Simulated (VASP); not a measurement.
# SiO2 (Stishovite) (P4_2/mnm) in VASP: further runs

Runs on SiO2 (Stishovite). Level: PBE. Tasks: single point.

Everything below comes from runs of VASP 6.6.1. Logs are shortened: lines on timing, memory, paths and dates and some standing lists are left out, and cuts for length are marked.

## (1) The cell of the first run

The structure is tetragonal, space group P4_2/mnm (No. 136). The conventional cell has a = 4.212 Å, b = 4.212 Å, c = 2.687 Å, α = 90.00°, β = 90.00°, γ = 90.00°. Within 2.4 Å of Si (site symmetry mmm) lie 6 O at 1.77 to 1.82 Å. Within 2.4 Å of O (site symmetry m2m) lie 3 Si at 1.77 to 1.82 Å and 1 O at 2.31 Å.

## (2) Single point, PBE

The input, INCAR:

```
  PREC = Accurate
  ENCUT = 520
  EDIFF = 1E-6
  ISMEAR = 0
  SIGMA = 0.01
  LREAL = False
  LASPH = True
  NELM = 80
  ALGO = Normal
  ISIF = 2
  LWAVE = False
  LCHARG = False
  GGA = PE
  NBANDS = 25
```

The input, KPOINTS:

```
regular mesh
0
Gamma
  6 6 8
```

The input, POSCAR:

```
SiO2
1.0
    4.2118247061      0.0000000000      0.0000000000
    0.0000000000      4.2118247061      0.0000000000
    0.0000000000      0.0000000000      2.6872274452
Si O
2 4
Direct
    0.0000000000      0.0000000000      0.0000000000
    0.5000000000      0.5000000000      0.5000000000
    0.3059000000      0.3059000000      0.0000000000
    0.1941000000      0.8059000000      0.5000000000
    0.6941000000      0.6941000000      0.0000000000
    0.8059000000      0.1941000000      0.5000000000
```

Potentials or basis: VASP PAW PBE potentials, release 64 (Si, O).

The run is started by

```bash
cat potpaw_PBE.64/Si/POTCAR potpaw_PBE.64/O/POTCAR > POTCAR
mpirun -np 1 vasp_std > vasp.out
```

OUTCAR:

```text
PREC = Accurate
   ENCUT = 520
   EDIFF = 1E-6
   ISMEAR = 0
   LREAL = False
   LASPH = True
   NELM = 80
   ISIF = 2
   GGA = PE

 ion  position               nearest neighbor table
   1  0.000  0.000  0.000-   4 1.77   6 1.77   4 1.77   6 1.77   5 1.82   3 1.82
   2  0.500  0.500  0.500-   3 1.77   5 1.77   3 1.77   5 1.77   4 1.82   6 1.82
   3  0.306  0.306  0.000-   2 1.77   2 1.77   1 1.82
   4  0.194  0.806  0.500-   1 1.77   1 1.77   2 1.82
   5  0.694  0.694  0.000-   2 1.77   2 1.77   1 1.82
   6  0.806  0.194  0.500-   1 1.77   1 1.77   2 1.82

  LATTYP: Found a simple tetragonal cell.
 ALAT       =     4.2118247061
 C/A-ratio  =     0.6380197735

  Lattice vectors:

 A1 = (   4.2118247061,   0.0000000000,   0.0000000000)
 A2 = (   0.0000000000,   4.2118247061,   0.0000000000)
 A3 = (   0.0000000000,   0.0000000000,   2.6872274452)

Analysis of symmetry for initial positions (statically):
=====================================================================
 Subroutine PRICEL returns:
 Original cell was already a primitive cell.

 Routine SETGRP: Setting up the symmetry group for a
 simple tetragonal supercell.

 Subroutine GETGRP returns: Found 16 space group operations
 (whereof  8 operations were pure point group operations)
 out of a pool of 16 trial point group operations.

The static configuration has the point symmetry D_2h.
 The point group associated with its full space group is D_4h.

Analysis of symmetry for dynamics (positions and initial velocities):
=====================================================================
 Subroutine PRICEL returns:
 Original cell was already a primitive cell.

 Routine SETGRP: Setting up the symmetry group for a
 simple tetragonal supercell.

 Subroutine GETGRP returns: Found 16 space group operations
 (whereof  8 operations were pure point group operations)
 out of a pool of 16 trial point group operations.

The dynamic configuration has the point symmetry D_2h.
 The point group associated with its full space group is D_4h.

 Subroutine INISYM returns: Found 16 space group operations
 (whereof  8 operations are pure point group operations),
 and found     1 'primitive' translations

----------------------------------------------------------------------------------------

                                     Primitive cell

  volume of cell :      47.6700

  direct lattice vectors                    reciprocal lattice vectors
     4.211824706  0.000000000  0.000000000     0.237426785  0.000000000  0.000000000
     0.000000000  4.211824706  0.000000000     0.000000000  0.237426785  0.000000000
     0.000000000  0.000000000  2.687227445     0.000000000  0.000000000  0.372130763

  length of vectors
     4.211824706  4.211824706  2.687227445     0.237426785  0.237426785  0.372130763

  position of ions in fractional coordinates (direct lattice)
     0.000000000  0.000000000  0.000000000
     0.500000000  0.500000000  0.500000000
     0.305900000  0.305900000  0.000000000
     0.194100000  0.805900000  0.500000000
     0.694100000  0.694100000  0.000000000
     0.805900000  0.194100000  0.500000000

  ion indices of the primitive-cell ions
   primitive index   ion index
                 1           1
                 2           2
                 3           3
                 4           4
                 5           5
                 6           6

----------------------------------------------------------------------------------------

 KPOINTS: regular mesh

Automatic generation of k-mesh.
 Grid dimensions read from file:
 generate k-points for:    6    6    8

 Generating k-lattice:

  Cartesian coordinates                     Fractional coordinates (reciprocal lattice)
     0.039571131  0.000000000  0.000000000     0.166666667  0.000000000  0.000000000
     0.000000000  0.039571131  0.000000000     0.000000000  0.166666667  0.000000000
     0.000000000  0.000000000  0.046516345     0.000000000  0.000000000  0.125000000

  Length of vectors
     0.039571131  0.039571131  0.046516345

  Shift w.r.t. Gamma in fractional coordinates (k-lattice)
     0.000000000  0.000000000  0.000000000

 Subroutine IBZKPT returns following result:
 ===========================================

 Found     50 irreducible k-points:

 Following reciprocal coordinates:
            Coordinates               Weight
  0.000000  0.000000  0.000000      1.000000
  0.166667  0.000000  0.000000      4.000000
  0.333333  0.000000  0.000000      4.000000
  0.500000  0.000000  0.000000      2.000000
  0.166667  0.166667  0.000000      4.000000
  0.333333  0.166667  0.000000      8.000000
[... 16 lines left out ...]
  0.333333  0.000000  0.250000      8.000000
  0.500000  0.000000  0.250000      4.000000
 [... further k-points ...]
   k-points           NKPTS =     50   k-points in BZ     NKDIM =     50   number of bands    NBANDS=     25
   number of dos      NEDOS =    301   number of ions     NIONS =      6
   total plane-waves  NPLWV =  20480
   dimension x,y,z NGX =    32 NGY =   32 NGZ =   20
   dimension x,y,z NGXF=    64 NGYF=   64 NGZF=   40
   ions per type =               2   4
   NGX,Y,Z   is equivalent  to a cutoff of  12.63, 12.63, 12.37 a.u.
   NGXF,Y,Z  is equivalent  to a cutoff of  25.26, 25.26, 24.75 a.u.
 SYSTEM =  unknown system
   PREC   = accura    normal or accurate (medium, high low for compatibility)
   ISTART =      0    job   : 0-new  1-cont  2-samecut
   ICHARG =      2    charge: 1-file 2-atom 10-const
   ISPIN  =      1    spin polarized calculation?
   LNONCOLLINEAR =      F non collinear calculations
   LSORBIT =      F    spin-orbit coupling
   LASPH  =      T    aspherical Exc in radial PAW
   ENCUT  =  520.0 eV  38.22 Ry    6.18 a.u.   7.83  7.83  5.00*2*pi/ulx,y,z
   NELM   =     80;   NELMIN=  2; NELMDL= -5     # of ELM steps
   EDIFF  = 0.1E-05   stopping-criterion for ELM
   LREAL  =      F    real-space projection
   EDIFFG = 0.1E-04   stopping-criterion for IOM
   NSW    =      0    number of steps for IOM
   IBRION =     -1    ionic relax: 0-MD 1-quasi-New 2-CG
   NFREE  =      0    steps in history (QN), initial steepest desc. (CG)
   ISIF   =      2    stress and relaxation
   ISYM   =      2    0-nonsym 1-usesym 2-fastsym
   POTIM  = 0.5000    time-step for ionic-motion
   TEBEG  =    0.0;   TEEND  =   0.0 temperature during run
   PSTRESS=    0.0 pullay stress
   NELECT =      32.0000    total number of electrons
   NUPDOWN=      -1.0000    fix difference up-down
   EMIN   =  10.00;   EMAX   =-10.00  energy-range for DOS
   EFERMI =   0.00;   METHOD = LEGACY
   ISMEAR =     0;   SIGMA  =   0.01  broadening in eV -4-tet -1-fermi 0-gaus
   EFERMI_NEDOS =   21; number of points for ismear=-14 and -15
   IALGO  =     38    algorithm
   IMIX   =      4    mixing-type and parameters
     AMIX     =   0.40;   BMIX     =  1.00
     AMIX_MAG =   1.60;   BMIX_MAG =  1.00
  volume/ion in A,a.u.               =       7.94        53.62
  Fermi-wavevector in a.u.,A,eV,Ry     =   1.433430  2.708790 27.956184  2.054722
  Thomas-Fermi vector in A             =   2.552949
   LORBIT       =      0    0 simple, 1 ext, 2 COOP (PROOUT), +10 PAW based schemes
   GGA     = PE    functional components
   LHFCALC =     F    Hartree Fock is set to
   AEXX    =    0.0000 exact exchange contribution
   IVDW    =     0    specifies the selected vdW correction
   LEPSILON=     F    determine dielectric tensor
   LRPA    =     F    only Hartree local field effects (RPA)
 non-spin polarized calculation
 Gauss-broadening in eV      SIGMA  =   0.01
  energy-cutoff  :      520.00
  volume of cell :       47.67
 maximum number of plane-waves:      1300
 NGX is ok and might be reduce to    32
   NGX = 15   NGY = 15   NGZ =  9

 number of electron      31.9999983 magnetization

 Free energy of the ion-electron system (eV)
  ---------------------------------------------------
  ext. energy  EPLUGINS =         0.00000000
  ---------------------------------------------------
  free energy    TOTEN  =       -46.30907501 eV

  energy without entropy =      -46.30907501  energy(sigma->0) =      -46.30907501

 E-fermi :   7.9642     XC(G=0): -12.1503

 val. band max:        7.9245259924   @ k =   0.0000   0.0000   0.0000
 cond. band min:      13.1092024355   @ k =   0.0000   0.0000   0.0000
 fundamental gap:      5.1846764431
 Fermi energy:         7.9641647826

 k-point     1 :       0.0000    0.0000    0.0000
  band No.  band energies     occupation
      1     -14.4151      2.00000
      2     -10.9034      2.00000
      3     -10.9034      2.00000
      4     -10.6697      2.00000
      5      -2.8335      2.00000
      6       1.6069      2.00000
[... 17 lines left out ...]
     24      21.8826      0.00000
     25      23.3797      0.00000

 k-point     2 :       0.1667    0.0000    0.0000
  band No.  band energies     occupation
      1     -14.2735      2.00000
      2     -11.5371      2.00000
      3     -10.8325      2.00000
      4     -10.3344      2.00000
      5      -2.6312      2.00000
      6       0.8765      2.00000
[... 17 lines left out ...]
     24      21.3448      0.00000
     25      23.2765      0.00000

 k-point     3 :       0.3333    0.0000    0.0000
  band No.  band energies     occupation
      1     -13.8603      2.00000
      2     -12.3960      2.00000
      3     -10.6429      2.00000
      4     -10.2499      2.00000
      5      -2.0774      2.00000
      6      -0.2375      2.00000
[... 552 lines left out ...]
 k-point    23 :       0.3333    0.0000    0.2500
  band No.  band energies     occupation
      1     -13.1311      2.00000
      2     -11.8615      2.00000
      3     -10.3876      2.00000
      4     -10.2075      2.00000
      5      -1.6093      2.00000
      6       0.2300      2.00000
[... 17 lines left out ...]
     24      20.6772      0.00000
     25      21.6056      0.00000

 k-point    24 :       0.5000    0.0000    0.2500
  band No.  band energies     occupation
      1     -12.5570      2.00000
      2     -12.5570      2.00000
      3     -10.2655      2.00000
      4     -10.2655      2.00000
      5      -0.6763      2.00000
      6      -0.6763      2.00000
[... 17 lines left out ...]
     24      20.7471      0.00000
     25      21.5279      0.00000

 [... further k-points ...]

------------------------ aborting loop because EDIFF is reached ----------------------------------------

  FORCE on cell =-STRESS in cart. coord.  units (eV):
  Direction    XX          YY          ZZ          XY          YZ          ZX
  --------------------------------------------------------------------------------------
  -------------------------------------------------------------------------------------
  Total        0.9300459      0.9300459      1.0398363     -0.0000000      0.0000000      0.0000000
  in kB       31.2586312     31.2586312     34.9486631     -0.0000000      0.0000000      0.0000000
  external PRESSURE =      32.4886419 kB  Pullay stress =       0.0000000 kB

 VOLUME and BASIS-vectors are now :
 -----------------------------------------------------------------------------
  energy-cutoff  :      520.00
  volume of cell :       47.67
      direct lattice vectors                 reciprocal lattice vectors
     4.211824706  0.000000000  0.000000000     0.237426785  0.000000000  0.000000000
     0.000000000  4.211824706  0.000000000     0.000000000  0.237426785  0.000000000
     0.000000000  0.000000000  2.687227445     0.000000000  0.000000000  0.372130763

 POSITION                                       TOTAL-FORCE (eV/Angst)
 -----------------------------------------------------------------------------------
      0.00000      0.00000      0.00000         0.000000      0.000000      0.000000
      2.10591      2.10591      1.34361         0.000000      0.000000      0.000000
      1.28840      1.28840      0.00000         0.046207      0.046207     -0.000000
      0.81752      3.39431      1.34361        -0.046207      0.046207     -0.000000
      2.92343      2.92343      0.00000        -0.046207     -0.046207      0.000000
      3.39431      0.81752      1.34361         0.046207     -0.046207      0.000000
 -----------------------------------------------------------------------------------
    total drift:                                0.000000      0.000000     -0.000000

  FREE ENERGIE OF THE ION-ELECTRON SYSTEM (eV)
  ---------------------------------------------------
  free  energy   TOTEN  =       -46.3090750057 eV

  energy  without entropy=      -46.3090750057  energy(sigma->0) =      -46.30907501
```

Run time: 14 s. Hardware: 1 thread of Intel Xeon 6975P-C (Granite Rapids), shared host; peak memory 0.17 GiB.

What came out:

```yaml
Free_energy: -46.3091 eV
Pressure: 3.2 GPa
Largest_force: 0.065 eV/Å
Band_gap_on_the_k_mesh: 5.18 eV, direct
```

Forces in eV/Å, atoms in the order of the input:
```
Si   0.000  0.000  0.000
Si   0.000  0.000  0.000
O    0.046  0.046  0.000
O   -0.046  0.046  0.000
O   -0.046 -0.046  0.000
O    0.046 -0.046  0.000
```

Stress tensor (GPa, compression positive):
```
3.13 0.00 0.00
0.00 3.13 0.00
0.00 0.00 3.49
```

## (3) Single point, PBE

This run uses another cell than the first one, of 8.14 Å³/atom, 1.024 times its volume.

The input, INCAR:

```
PREC     = Accurate       # precision mode
ENCUT    = 520            # plane-wave cutoff, eV
EDIFF    = 1E-6           # SCF threshold, eV
ISMEAR   = 0              # smearing method
SIGMA    = 0.01           # smearing width, eV
LREAL    = False          # projectors in reciprocal space
LASPH    = True           # aspherical terms in the spheres
NELM     = 80             # most SCF steps
ALGO     = Normal         # electronic algorithm
ISIF     = 2              # what is computed and relaxed
LWAVE    = False          # write WAVECAR
LCHARG   = False          # write CHGCAR
GGA      = PE             # functional
NBANDS   = 25             # bands
```

The input, KPOINTS:

```
Automatic mesh
0
Gamma
  6 6 8
```

POSCAR, as its differences from that of step 2:

```diff
@@ -2,5 +2,5 @@
 1.0
-    4.2118247061      0.0000000000      0.0000000000
-    0.0000000000      4.2118247061      0.0000000000
-    0.0000000000      0.0000000000      2.6872274452
+    4.2457925013      0.0000000000      0.0000000000
+    0.0000000000      4.2457925013      0.0000000000
+    0.0000000000      0.0000000000      2.7088995702
 Si O
```

Potentials or basis: VASP PAW PBE potentials, release 64 (Si, O).

The run is started by

```bash
cat potpaw_PBE.64/Si/POTCAR potpaw_PBE.64/O/POTCAR > POTCAR
mpirun -np 1 vasp_std > vasp.out
```

Run time: 16 s. Hardware: 1 thread of Intel Xeon 6975P-C (Granite Rapids), shared host; peak memory 0.17 GiB.

The run converged. Its results:

```
Free energy            : -46.3083 eV
Pressure               : -4.0 GPa
Largest force          : 0.217 eV/Å
Band gap on the k mesh : 4.77 eV, direct
```

Forces on the atoms (eV/Å):
```
Si   0.000  0.000  0.000
Si   0.000  0.000  0.000
O    0.154  0.154  0.000
O   -0.154  0.154  0.000
O   -0.154 -0.154  0.000
O    0.154 -0.154  0.000
```

Stress tensor (GPa, compression positive):
```
-3.55  0.00  0.00
 0.00 -3.55  0.00
 0.00  0.00 -4.78
```

Levels at points of the mesh, in eV from the valence-band top:
```
           k point  band 12  band 13  band 14  band 15  band 16  band 17  band 18  band 19  band 20  band 21
(0.00, 0.00, 0.00)    -3.00    -2.47    -0.85    -0.85     0.00     4.77     6.51     8.10     8.10    10.97
(0.50, 0.00, 0.00)    -3.68    -2.59    -2.59    -1.02    -1.02     7.10     7.10     8.73     8.73    10.72
(0.50, 0.50, 0.00)    -3.12    -2.57    -2.57    -2.13    -2.13     6.86     6.86     9.62     9.62    12.62
(0.00, 0.00, 0.50)    -4.48    -2.86    -2.86    -2.52    -2.52     8.44     8.44    12.17    12.17    12.20
(0.50, 0.00, 0.50)    -3.79    -2.18    -2.18    -1.65    -1.65     8.25     8.25     9.33     9.33    12.08
(0.50, 0.50, 0.50)    -4.35    -1.68    -1.68    -1.46    -1.46     6.59     6.59    10.66    10.66    11.45
```

A k mesh can miss the band edges. PBE gaps usually lie below the measured ones, often by a third to a half.

## (4) Single point, PBE

This run uses another cell than the first one, of 8.33 Å³/atom, 1.049 times its volume.

The input, INCAR:

```
SYSTEM = SiO2
ALGO = Normal
EDIFF = 1E-6
ENCUT = 520
GGA = PE
ISIF = 2
ISMEAR = 0
LASPH = .TRUE.
LCHARG = .FALSE.
LREAL = .FALSE.
LWAVE = .FALSE.
NBANDS = 25
NELM = 60
PREC = Accurate
SIGMA = 0.01
```

The input, KPOINTS:

```
k-points
0
G
  6 6 8
  0 0 0
```

POSCAR, as its differences from that of step 3:

```diff
@@ -2,5 +2,5 @@
 1.0
-    4.2457925013      0.0000000000      0.0000000000
-    0.0000000000      4.2457925013      0.0000000000
-    0.0000000000      0.0000000000      2.7088995702
+    4.2792253149      0.0000000000      0.0000000000
+    0.0000000000      4.2792253149      0.0000000000
+    0.0000000000      0.0000000000      2.7302303663
 Si O
```

Potentials or basis: VASP PAW PBE potentials, release 64 (Si, O).

The run is started by

```bash
cat potpaw_PBE.64/Si/POTCAR potpaw_PBE.64/O/POTCAR > POTCAR
mpirun -np 1 vasp_std > vasp.out
```

OUTCAR:

```text
SYSTEM = SiO2
   EDIFF = 1E-6
   ENCUT = 520
   GGA = PE
   ISIF = 2
   ISMEAR = 0
   LASPH = .TRUE.
   LREAL = .FALSE.
   NELM = 60
   PREC = Accurate

 ion  position               nearest neighbor table
   1  0.000  0.000  0.000-   4 1.80   6 1.80   4 1.80   6 1.80   5 1.85   3 1.85
   2  0.500  0.500  0.500-   3 1.80   5 1.80   3 1.80   5 1.80   4 1.85   6 1.85
   3  0.306  0.306  0.000-   2 1.80   2 1.80   1 1.85
   4  0.194  0.806  0.500-   1 1.80   1 1.80   2 1.85
   5  0.694  0.694  0.000-   2 1.80   2 1.80   1 1.85
[... 883 lines left out ...]
  -------------------------------------------------------------------------------------
  Total       -2.9340022     -2.9340022     -3.7647403      0.0000000      0.0000000      0.0000000
  in kB      -94.0245846    -94.0245846   -120.6468540      0.0000000      0.0000000      0.0000000
  external PRESSURE =    -102.8986744 kB  Pullay stress =       0.0000000 kB

 VOLUME and BASIS-vectors are now :
 -----------------------------------------------------------------------------
  energy-cutoff  :      520.00
  volume of cell :       50.00
      direct lattice vectors                 reciprocal lattice vectors
     4.279225315  0.000000000  0.000000000     0.233687157  0.000000000  0.000000000
     0.000000000  4.279225315  0.000000000     0.000000000  0.233687157  0.000000000
     0.000000000  0.000000000  2.730230366     0.000000000  0.000000000  0.366269459

 POSITION                                       TOTAL-FORCE (eV/Angst)
 -----------------------------------------------------------------------------------
      0.00000      0.00000      0.00000        -0.000000     -0.000000      0.000000
      2.13961      2.13961      1.36512        -0.000000     -0.000000      0.000000
      1.30902      1.30902      0.00000         0.251766      0.251766      0.000000
      0.83060      3.44863      1.36512        -0.251766      0.251766      0.000000
      2.97021      2.97021      0.00000        -0.251766     -0.251766      0.000000
      3.44863      0.83060      1.36512         0.251766     -0.251766      0.000000
 -----------------------------------------------------------------------------------
    total drift:                                0.000000      0.000000     -0.000000

  FREE ENERGIE OF THE ION-ELECTRON SYSTEM (eV)
  ---------------------------------------------------
  free  energy   TOTEN  =       -46.2585742520 eV

  energy  without entropy=      -46.2585742520  energy(sigma->0) =      -46.25857425
```

Run time: 15 s. Hardware: 1 thread of Intel Xeon 6975P-C (Granite Rapids), shared host; peak memory 0.18 GiB.

What came out:

```yaml
Free_energy: -46.2586 eV
Pressure: -10.3 GPa
Largest_force: 0.356 eV/Å
Band_gap_on_the_k_mesh: 4.37 eV, direct
```

Forces in eV/Å, atoms in the order of the input:
```
Si   0.000  0.000  0.000
Si   0.000  0.000  0.000
O    0.252  0.252  0.000
O   -0.252  0.252  0.000
O   -0.252 -0.252  0.000
O    0.252 -0.252  0.000
```

A k mesh can miss the band edges.

[end of part 1 of 2]
